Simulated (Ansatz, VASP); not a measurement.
# Zn4S in VASP and in Ansatz

The input INCAR:

```
SYSTEM = Zn4S
PREC = Accurate ; ENCUT = 600
EDIFF = 1E-6 ; ISMEAR = 0
SIGMA = 0.1 ; LREAL = .FALSE.
LASPH = .TRUE. ; NELM = 80
ALGO = Normal ; ISIF = 3
LWAVE = .FALSE. ; LCHARG = .FALSE.
GGA = PE ; IBRION = 2
NSW = 90 ; EDIFFG = -0.04
```

File KPOINTS:

```
Automatic mesh
0
G
  4 4 4
  0 0 0
```

POSCAR

```
Zn4S
1.0
    4.5370278500      0.0000000000      0.0000000000
    0.0000000000      4.5370278500      0.0000000000
    0.0000000000      0.0000000000      4.5370278500
Zn S
4 1
Direct
    0.3080354700      0.3080354700      0.3080354700
    0.6919645300      0.6919645300      0.3080354700
    0.6919645300      0.3080354700      0.6919645300
    0.3080354700      0.6919645300      0.6919645300
    0.0000000000      0.0000000000      0.0000000000
```

Input for Ansatz:

```yaml
crystal:
  lattice:
    - [4.53702785, 0.0, 0.0]
    - [0.0, 4.53702785, 0.0]
    - [0.0, 0.0, 4.53702785]
  atoms:
    - { symbol: Zn, position: [0.30803547, 0.30803547, 0.30803547] }
    - { symbol: Zn, position: [0.69196453, 0.69196453, 0.30803547] }
    - { symbol: Zn, position: [0.69196453, 0.30803547, 0.69196453] }
    - { symbol: Zn, position: [0.30803547, 0.69196453, 0.69196453] }
    - { symbol: S, position: [0.0, 0.0, 0.0] }
basis:
  ecutwfc: 420
kpoints:
  mp_grid: { grid: [4, 4, 4] }
hamiltonian:
  xc: pbe
scf:
  occupations: { method: gaussian, width: 0.1 }
  lower_state_search: "off"
output:
  forces: true
  stress: true
  eigenvalues: true
relax:
  adjacent_minimum: "off"
  f_tol: 0.04
  max_steps: 70
  cell: { stress_tol: 0.4 }
```

Alike in both runs: task relaxation of cell and atoms; functional PBE; k mesh 4 × 4 × 4; occupations gaussian, width 0.1 eV; no spin polarisation.

|  | VASP | Ansatz |
| --- | --- | --- |
| version | VASP 6.6.1 | Ansatz 0.2.0 |
| potentials or method | VASP PAW PBE potentials, release 64 (Zn, S), cutoff 600 eV | scalar-relativistic, plane waves, PAW |
| valence electrons in the cell | 54 | 54 |

```tsv
	VASP	Ansatz	Ansatz less VASP
gap on the k mesh at the Fermi level, each at its own relaxed structure (eV)	none	none	-
relaxed volume (Å³/atom)	18.55	18.36	-0.184
relaxed cell length with the largest relative difference (Å)	4.526	4.511	-0.0150
```

A gap of «none» marks a metal or a gap that the smearing closes.
